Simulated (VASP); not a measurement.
# MoSe2 (P-3m1) in VASP: single point with PBE+D3(BJ)

Aim: the single point of MoSe2 with PBE+D3(BJ).

All numbers are computed with VASP 6.6.1; they aren't measurements. Logs are shortened: lines on timing, memory, paths and dates and some standing lists are left out, and cuts for length are marked.

### 1 The cell of the first run

The typed cell holds 6 atoms: a = 3.326 Å, b = 3.326 Å, c = 12.734 Å, α = 90.00°, β = 90.00°, γ = 120.00°.

### 2 Single point, PBE+D3(BJ), collinear spin

INCAR reads:

```
PREC = Accurate
ENCUT = 500
EDIFF = 1E-6
ISMEAR = 0
SIGMA = 0.05
LREAL = F
LASPH = T
NELM = 200
ALGO = Normal
ISIF = 2
LWAVE = F
LCHARG = T
ISPIN = 2
MAGMOM = 2 2 -4 -4 4 -1
LORBIT = 11
LMAXMIX = 4
GGA = PE
IVDW = 12
LELF = T
LVHAR = T
NBANDS = 39
GGA_COMPAT = F
```

KPOINTS reads:

```
Automatic mesh
0
Gamma
  12 12 2
```

POSCAR reads:

```
MoSe2
1.0
    3.3261564210      0.0000000000      0.0000000000
   -1.6630782105      2.8805359575      0.0000000000
    0.0000000000      0.0000000000     12.7339019630
Mo Se
2 4
Direct
    0.6666666667      0.3333333333      0.2500372131
    0.3333333333      0.6666666667      0.7499627869
    0.3333333333      0.6666666667      0.3815038453
    0.6666666667      0.3333333333      0.8814286561
    0.3333333333      0.6666666667      0.1185713439
    0.6666666667      0.3333333333      0.6184961547
```

Potentials or basis: VASP PAW PBE potentials, release 64 (Mo_sv, Se).

On the command line:

```console
> cat potpaw_PBE.64/Mo_sv/POTCAR potpaw_PBE.64/Se/POTCAR > POTCAR
> mpirun -np 1 vasp_std > vasp.out
```

OUTCAR:

```text
PREC = Accurate
   ENCUT = 500
   EDIFF = 1E-6
   ISMEAR = 0
   LREAL = F
   LASPH = T
   NELM = 200
   ISIF = 2
   ISPIN = 2
   LORBIT = 11
   GGA = PE
   IVDW = 12
 IVDW          = 12

 ion  position               nearest neighbor table
   1  0.667  0.333  0.250-   5 2.55   5 2.55   5 2.55   3 2.55   3 2.55   3 2.55
   2  0.333  0.667  0.750-   4 2.55   4 2.55   4 2.55   6 2.55   6 2.55   6 2.55
   3  0.333  0.667  0.382-   1 2.55   1 2.55   1 2.55
   4  0.667  0.333  0.881-   2 2.55   2 2.55   2 2.55
   5  0.333  0.667  0.119-   1 2.55   1 2.55   1 2.55
   6  0.667  0.333  0.618-   2 2.55   2 2.55   2 2.55

  LATTYP: Found a hexagonal cell.
 ALAT       =     3.3261564210
 C/A-ratio  =     3.8284134452

  Lattice vectors:

 A1 = (   3.3261564210,   0.0000000000,   0.0000000000)
 A2 = (  -1.6630782105,   2.8805359575,   0.0000000000)
 A3 = (   0.0000000000,   0.0000000000,  12.7339019630)

Analysis of symmetry for initial positions (statically):
=====================================================================
 Subroutine PRICEL returns:
 Original cell was already a primitive cell.

 Routine SETGRP: Setting up the symmetry group for a
 hexagonal supercell.

 Subroutine GETGRP returns: Found 12 space group operations
 (whereof 12 operations were pure point group operations)
 out of a pool of 24 trial point group operations.

The static configuration has the point symmetry D_3d.

Analysis of symmetry for dynamics (positions and initial velocities):
=====================================================================
 Subroutine PRICEL returns:
 Original cell was already a primitive cell.

 Routine SETGRP: Setting up the symmetry group for a
 hexagonal supercell.

 Subroutine GETGRP returns: Found 12 space group operations
 (whereof 12 operations were pure point group operations)
 out of a pool of 24 trial point group operations.

The dynamic configuration has the point symmetry D_3d.

Analysis of structural, dynamic, and magnetic symmetry:
=====================================================================
 Subroutine PRICEL returns:
 Original cell was already a primitive cell.

 Routine SETGRP: Setting up the symmetry group for a
 hexagonal supercell.

 Subroutine GETGRP returns: Found  6 space group operations
 (whereof  6 operations were pure point group operations)
 out of a pool of 24 trial point group operations.

The overall configuration has the point symmetry C_3v.

 Subroutine INISYM returns: Found  6 space group operations
 (whereof  6 operations are pure point group operations),
 and found     1 'primitive' translations

----------------------------------------------------------------------------------------

                                     Primitive cell

  volume of cell :     122.0050

  direct lattice vectors                    reciprocal lattice vectors
     3.326156421  0.000000000  0.000000000     0.300647316  0.173578809  0.000000000
    -1.663078210  2.880535957  0.000000000     0.000000000  0.347157617  0.000000000
     0.000000000  0.000000000 12.733901963     0.000000000  0.000000000  0.078530524

  length of vectors
     3.326156421  3.326156421 12.733901963     0.347157617  0.347157617  0.078530524

  position of ions in fractional coordinates (direct lattice)
     0.666666667  0.333333333  0.250037213
     0.333333333  0.666666667  0.749962787
     0.333333333  0.666666667  0.381503845
     0.666666667  0.333333333  0.881428656
     0.333333333  0.666666667  0.118571344
     0.666666667  0.333333333  0.618496155

  ion indices of the primitive-cell ions
   primitive index   ion index
                 1           1
                 2           2
                 3           3
                 4           4
                 5           5
                 6           6

----------------------------------------------------------------------------------------

 KPOINTS: Automatic mesh

Automatic generation of k-mesh.
 Grid dimensions read from file:
 generate k-points for:   12   12    2

 Generating k-lattice:
[... 41 lines left out ...]
  0.250000 -0.000000  0.500000      6.000000
  0.333333 -0.000000  0.500000      6.000000
 [... further k-points ...]
   k-points           NKPTS =     38   k-points in BZ     NKDIM =     38   number of bands    NBANDS=     39
   number of dos      NEDOS =    301   number of ions     NIONS =      6
   total plane-waves  NPLWV =  55296
   dimension x,y,z NGX =    24 NGY =   24 NGZ =   96
   dimension x,y,z NGXF=    48 NGYF=   48 NGZF=  192
   ions per type =               2   4
   NGX,Y,Z   is equivalent  to a cutoff of  12.00, 12.00, 12.53 a.u.
   NGXF,Y,Z  is equivalent  to a cutoff of  23.99, 23.99, 25.07 a.u.
 SYSTEM =  unknown system
   PREC   = accura    normal or accurate (medium, high low for compatibility)
   ISTART =      0    job   : 0-new  1-cont  2-samecut
   ICHARG =      2    charge: 1-file 2-atom 10-const
   ISPIN  =      2    spin polarized calculation?
   LNONCOLLINEAR =      F non collinear calculations
   LSORBIT =      F    spin-orbit coupling
   LASPH  =      T    aspherical Exc in radial PAW
   ENCUT  =  500.0 eV  36.75 Ry    6.06 a.u.   6.06  6.06 23.22*2*pi/ulx,y,z
   NELM   =    200;   NELMIN=  2; NELMDL= -5     # of ELM steps
   EDIFF  = 0.1E-05   stopping-criterion for ELM
   LREAL  =      F    real-space projection
   EDIFFG = 0.1E-04   stopping-criterion for IOM
   NSW    =      0    number of steps for IOM
   IBRION =     -1    ionic relax: 0-MD 1-quasi-New 2-CG
   NFREE  =      0    steps in history (QN), initial steepest desc. (CG)
   ISIF   =      2    stress and relaxation
   ISYM   =      2    0-nonsym 1-usesym 2-fastsym
   POTIM  = 0.5000    time-step for ionic-motion
   TEBEG  =    0.0;   TEEND  =   0.0 temperature during run
   PSTRESS=    0.0 pullay stress
   NELECT =      52.0000    total number of electrons
   NUPDOWN=      -1.0000    fix difference up-down
   EMIN   =  10.00;   EMAX   =-10.00  energy-range for DOS
   EFERMI =   0.00;   METHOD = LEGACY
   ISMEAR =     0;   SIGMA  =   0.05  broadening in eV -4-tet -1-fermi 0-gaus
   EFERMI_NEDOS =   21; number of points for ismear=-14 and -15
   IALGO  =     38    algorithm
   IMIX   =      4    mixing-type and parameters
     AMIX     =   0.40;   BMIX     =  1.00
     AMIX_MAG =   1.60;   BMIX_MAG =  1.00
  volume/ion in A,a.u.               =      20.33       137.22
  Fermi-wavevector in a.u.,A,eV,Ry     =   1.232017  2.328175 20.651828  1.517867
  Thomas-Fermi vector in A             =   2.366804
   LORBIT       =     11    0 simple, 1 ext, 2 COOP (PROOUT), +10 PAW based schemes
   GGA     = PE    functional components
   LHFCALC =     F    Hartree Fock is set to
   AEXX    =    0.0000 exact exchange contribution
   IVDW    =    12    specifies the selected vdW correction
   LEPSILON=     F    determine dielectric tensor
   LRPA    =     F    only Hartree local field effects (RPA)
 spin polarized calculation
 Gauss-broadening in eV      SIGMA  =   0.05
  energy-cutoff  :      500.00
  volume of cell :      122.00
 maximum number of plane-waves:      3140
   NGX = 13   NGY = 13   NGZ = 47

 number of electron      52.0000007 magnetization      -0.0006463

 number of electron      52.0000007 magnetization       0.0002649

 Free energy of the ion-electron system (eV)
  ---------------------------------------------------
  ext. energy  EPLUGINS =         0.00000000
  ---------------------------------------------------
  free energy    TOTEN  =       -39.85478983 eV

  energy without entropy =      -39.85478983  energy(sigma->0) =      -39.85478983

 E-fermi :   6.7324     XC(G=0): -10.6855

 val. band max:        6.4335979878   @ k =   0.0000   0.0000   0.0000
 cond. band min:       7.1812544875   @ k =   0.1667   0.1667   0.0000
 fundamental gap:      0.7476564997
 Fermi energy:         6.7324394844

 spin component 1

 k-point     1 :       0.0000    0.0000    0.0000
  band No.  band energies     occupation
      1     -54.8607      1.00000
      2     -54.8604      1.00000
      3     -28.9975      1.00000
      4     -28.9973      1.00000
      5     -28.8455      1.00000
      6     -28.8455      1.00000
[... 973 lines left out ...]
     37      14.0873      0.00000
     38      14.0882      0.00000

 [... further k-points ...]

 spin component 2

 k-point     1 :       0.0000    0.0000    0.0000
  band No.  band energies     occupation
      1     -54.8607      1.00000
      2     -54.8604      1.00000
      3     -28.9975      1.00000
      4     -28.9972      1.00000
      5     -28.8456      1.00000
      6     -28.8456      1.00000
[... 973 lines left out ...]
     37      14.0874      0.00000
     38      14.0882      0.00000

 [... further k-points ...]

 [bands above 38 left out]

------------------------ aborting loop because EDIFF is reached ----------------------------------------

 Edisp (eV)   -2.78920

 E8    (eV) :    -1.2037

  FORCE on cell =-STRESS in cart. coord.  units (eV):
  Direction    XX          YY          ZZ          XY          YZ          ZX
  --------------------------------------------------------------------------------------
  -------------------------------------------------------------------------------------
  Total      -2.83573    -2.83573    -1.64779     0.00000     0.00000     0.00000
  in kB     -37.23906   -37.23906   -21.63891     0.00000     0.00000     0.00000
  external pressure =      -32.04 kB  Pullay stress =        0.00 kB

 VOLUME and BASIS-vectors are now :
 -----------------------------------------------------------------------------
  energy-cutoff  :      500.00
  volume of cell :      122.00
      direct lattice vectors                 reciprocal lattice vectors
     3.326156421  0.000000000  0.000000000     0.300647316  0.173578809  0.000000000
    -1.663078210  2.880535957  0.000000000     0.000000000  0.347157617  0.000000000
     0.000000000  0.000000000 12.733901963     0.000000000  0.000000000  0.078530524

 POSITION                                       TOTAL-FORCE (eV/Angst)
 -----------------------------------------------------------------------------------
      1.66308      0.96018      3.18395         0.000000      0.000000     -0.000149
     -0.00000      1.92036      9.54995        -0.000000      0.000000      0.000104
     -0.00000      1.92036      4.85803        -0.000000     -0.000000     -0.235967
      1.66308      0.96018     11.22403         0.000000      0.000000     -0.234816
     -0.00000      1.92036      1.50988        -0.000000      0.000000      0.234869
      1.66308      0.96018      7.87587        -0.000000     -0.000000      0.235958
 -----------------------------------------------------------------------------------
    total drift:                               -0.000000      0.000000      0.000038

  FREE ENERGIE OF THE ION-ELECTRON SYSTEM (eV)
  ---------------------------------------------------
  free  energy   TOTEN  =       -42.6439932878 eV

  energy  without entropy=      -42.6439932878  energy(sigma->0) =      -42.64399329

 total charge

# of ion       s       p       d       tot
------------------------------------------
    1        2.268   6.175   3.916  12.359
    2        2.268   6.175   3.916  12.359
    3        1.480   2.316   0.061   3.858
    4        1.480   2.316   0.061   3.858
    5        1.480   2.316   0.061   3.858
    6        1.480   2.316   0.061   3.858
--------------------------------------------------
tot         10.456  21.616   8.076  40.148

 magnetization (x)

# of ion       s       p       d       tot
------------------------------------------
    1       -0.000  -0.000  -0.000  -0.000
    2       -0.000   0.000  -0.000  -0.000
    3        0.000   0.000  -0.000   0.000
    4       -0.000   0.000   0.000   0.000
    5       -0.000   0.000  -0.000   0.000
    6       -0.000  -0.000   0.000  -0.000
--------------------------------------------------
tot         -0.000   0.000  -0.000  -0.000
```

Run time: 11 min. Hardware: 1 thread of Intel Xeon 8259CL, shared host; peak memory 0.39 GiB.

What came out:

```yaml
Free_energy: -42.6440 eV
Pressure: -3.2 GPa
Largest_force: 0.236 eV/Å
Band_gap_on_the_k_mesh: 0.75 eV (least direct gap 1.34 eV)
Net_moment: 0.00 μB per cell
Valence_electrons_inside_the_program's_atomic_spheres: Mo 12.36; Se 3.86
Dispersion_energy_per_atom: -0.465 eV
```

Forces on the atoms (eV/Å):
```
Mo   0.000  0.000  0.000
Mo   0.000  0.000  0.000
Se   0.000  0.000 -0.236
Se   0.000  0.000 -0.235
Se   0.000  0.000  0.235
Se   0.000  0.000  0.236
```

Stress tensor (GPa, compression positive):
```
-3.72  0.00  0.00
 0.00 -3.72  0.00
 0.00  0.00 -2.16
```

Caveat: the cell stands under tension; semilocal functionals underestimate gaps, and a narrow one can read as zero.
